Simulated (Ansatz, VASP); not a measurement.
# One calculation of CoO, two programs

INCAR

```
SYSTEM = CoO
PREC     = Accurate       ! precision mode
ENCUT    = 520            ! plane-wave cutoff, eV
EDIFF    = 1E-8           ! SCF threshold, eV
ISMEAR   = -1             ! smearing method
SIGMA    = 0.05           ! smearing width, eV
LREAL    = .False.        ! projectors in reciprocal space
LASPH    = .True.         ! aspherical terms in the spheres
NELM     = 200            ! most SCF steps
ALGO     = Normal         ! electronic algorithm
ISIF     = 2              ! what is computed and relaxed
LWAVE    = .False.        ! write WAVECAR
LCHARG   = .False.        ! write CHGCAR
ISPIN    = 2              ! spin polarisation
MAGMOM   = 2 0            ! initial moments
LORBIT   = 11             ! projections on sites
LMAXMIX  = 4              ! l up to which the mixer works
GGA      = PS             ! functional
LEFG     = .True.       
NBANDS   = 18             ! bands
GGA_COMPAT= .False.
```

The input KPOINTS:

```
regular mesh
0
Gamma
  16 16 16
  0 0 0
```

The input POSCAR:

```
CoO
1.0
    0.0000000000      2.1733047310      2.1733047310
    2.1733047310      0.0000000000      2.1733047310
    2.1733047310      2.1733047310      0.0000000000
Co O
1 1
Direct
    0.0000000000      0.0000000000      0.0000000000
    0.5000000000      0.5000000000      0.5000000000
```

Input for Ansatz:

```yaml
crystal:
  lattice:
    - [0.0, 2.173304731, 2.173304731]
    - [2.173304731, 0.0, 2.173304731]
    - [2.173304731, 2.173304731, 0.0]
  atoms:
    - { symbol: Co, position: [0.0, 0.0, 0.0], spin: 2.0 }
    - { symbol: O, position: [0.5, 0.5, 0.5] }
magnetization:
  spin_polarized: true
kpoints:
  mp_grid: { grid: [16, 16, 16] }
scf:
  occupations: { method: fermi_dirac, width: 0.05 }
hamiltonian:
  xc: pbesol
  pseudopotentials: { kind: paw }
output:
  forces: true
  stress: true
  eigenvalues: true
  efg: { contact_densities: true }
  write_density: true
  write_potential: true
  elf: true
  volumetric_format: npy
```

Change from the starting cell: volume scaled by 1.06, PAW files.

Alike in both runs: task electric field gradients; functional PBEsol; k mesh 16 × 16 × 16; occupations fermi-dirac, width 0.05 eV; collinear spin.

|  | VASP | Ansatz |
| --- | --- | --- |
| version | VASP 6.6.1 | Ansatz 0.2.0 |
| potentials or method | VASP PAW PBE potentials, release 64 (Co, O) | PAW with Ansatz's default frozen-core files, scalar-relativistic |
| plane-wave cutoff (eV) | 520 | 420 |
| valence electrons in the cell | 15 | 23 |

Ansatz gave:

| Item | Value |
| --- | --- |
| pressure (GPa) | -18.8 |
| net moment per atom (μB) | 1.50 |
| size of the moment on the site where the two differ most (μB) | 2.54 |

Question: What did VASP give for the same quantities?

Answer: Pressure (GPa): -19.1; net moment per atom (μB): 1.50; size of the moment on the site where the two differ most (μB): 2.61.

VASP's potentials were made for PBE, not for PBEsol. Site moments also hang on the region over which each program counts them. VASP's potentials hold 15 valence electrons a cell and Ansatz's 23, so a difference there can come from the potentials and not from the codes.
